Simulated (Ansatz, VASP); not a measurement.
**AlN in VASP and in Ansatz**

Contents of INCAR:

```
  PREC = Accurate
  ENCUT = 520
  EDIFF = 1E-6
  ISMEAR = 0
  SIGMA = 0.05
  LREAL = F
  LASPH = T
  NELM = 60
  ALGO = Normal
  ISIF = 2
  LWAVE = F
  LCHARG = F
  GGA = PS
  NBANDS = 16
```

File KPOINTS:

```
Automatic mesh
0
Gamma
  9 9 6
```

File POSCAR:

```
AlN
1.0
    3.3212000000      0.0000000000      0.0000000000
   -1.6606000000      2.8762435710      0.0000000000
    0.0000000000      0.0000000000      4.3056000000
Al N
2 2
Direct
    0.3333333333      0.6666666667      0.7500000000
    0.6666666667      0.3333333333      0.2500000000
    0.3333333333      0.6666666667      0.2500000000
    0.6666666667      0.3333333333      0.7500000000
```

Input for Ansatz:

```yaml
crystal:
  lattice:
    - [3.3212, 0.0, 0.0]
    - [-1.6606, 2.876243571, 0.0]
    - [0.0, 0.0, 4.3056]
  atoms:
    - { symbol: Al, position: [0.3333333333, 0.6666666667, 0.75] }
    - { symbol: Al, position: [0.6666666667, 0.3333333333, 0.25] }
    - { symbol: "N", position: [0.3333333333, 0.6666666667, 0.25] }
    - { symbol: "N", position: [0.6666666667, 0.3333333333, 0.75] }
basis:
  ecutwfc: 520.0
kpoints:
  mp_grid: { grid: [9, 9, 6] }
hamiltonian:
  xc: pbesol
  pseudopotentials: { kind: paw, azcp: { folder: soft_1 } }
scf:
  occupations: { method: gaussian, width: 0.05 }
output:
  forces: true
  stress: true
  eigenvalues: true
```

Alike in both runs: task single point; functional PBEsol; k mesh 9 × 9 × 6; occupations gaussian, width 0.05 eV; no spin polarisation.

|  | VASP | Ansatz |
| --- | --- | --- |
| version | VASP 6.6.1 | Ansatz 0.2.0 |
| potentials or method | VASP PAW PBE potentials, release 64 (Al, N), cutoff 520 eV | scalar-relativistic, plane waves, PAW |
| valence electrons in the cell | 16 | 16 |

VASP gave:

* gap on the k mesh at the Fermi level (eV): 2.87
* least direct gap on the mesh (eV): 2.87
* pressure (GPa): -9.0
* traceless stress, the component that is largest in VASP (GPa): -2.02

What did Ansatz give for the same quantities?

gap on the k mesh at the Fermi level (eV): 2.86; least direct gap on the mesh (eV): 2.86; pressure (GPa): -8.9; traceless stress, the component that is largest in VASP (GPa): -1.98.

VASP's potentials were made for PBE, not for PBEsol, and Ansatz warns of the same on its side.
